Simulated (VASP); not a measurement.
Ga3AsP2, 12 atoms in the cell. The structure is hexagonal, space group P6_3mc (No. 186). Conventional cell: a = 3.933 Å, b = 3.933 Å, c = 19.458 Å, α = 90.00°, β = 90.00°, γ = 120.00°. Ga (site symmetry 3m) has 3 P at 2.40 Å and 1 As at 2.48 Å within 3.2 Å. Ga (site symmetry 3m) has 4 P at 2.40 Å within 3.2 Å. Ga (site symmetry 3m) has 1 P at 2.39 Å and 3 As at 2.44 Å within 3.2 Å. Within 3.2 Å of P (site symmetry 3m) lie 4 Ga at 2.39 to 2.40 Å. P (site symmetry 3m) has 4 Ga at 2.40 Å within 3.2 Å. As (site symmetry 3m) has 4 Ga at 2.44 to 2.48 Å within 3.2 Å. 

- Program: VASP 6.6.1
- Task: single point
- Functional: PBE
- Potentials or basis: VASP PAW PBE potentials, release 64 (Ga_d, P, As)
- Cutoff: 520 eV
- k mesh: 6 × 6 × 1
- Occupations: gaussian, width 0.1 eV
- Spin: no spin polarisation
- Dipole correction: no
- Further INCAR settings: ALGO = Normal; EDIFF = 1e-06; NBANDS = 66

Potentials or basis: VASP PAW PBE potentials, release 64 (Ga_d, P, As).

Run with:

```console
$ cat potpaw_PBE.64/Ga_d/POTCAR potpaw_PBE.64/P/POTCAR potpaw_PBE.64/As/POTCAR > POTCAR
$ mpirun -np 1 vasp_std > vasp.out
```

Hardware: 1 thread of AMD EPYC 7R13 (shared host).

Estimate the wall time of this run.

It took 4 min on 1 thread of AMD EPYC 7R13, on a shared host, peak memory 0.38 GiB. Counts: scf iterations 16, k points 7.
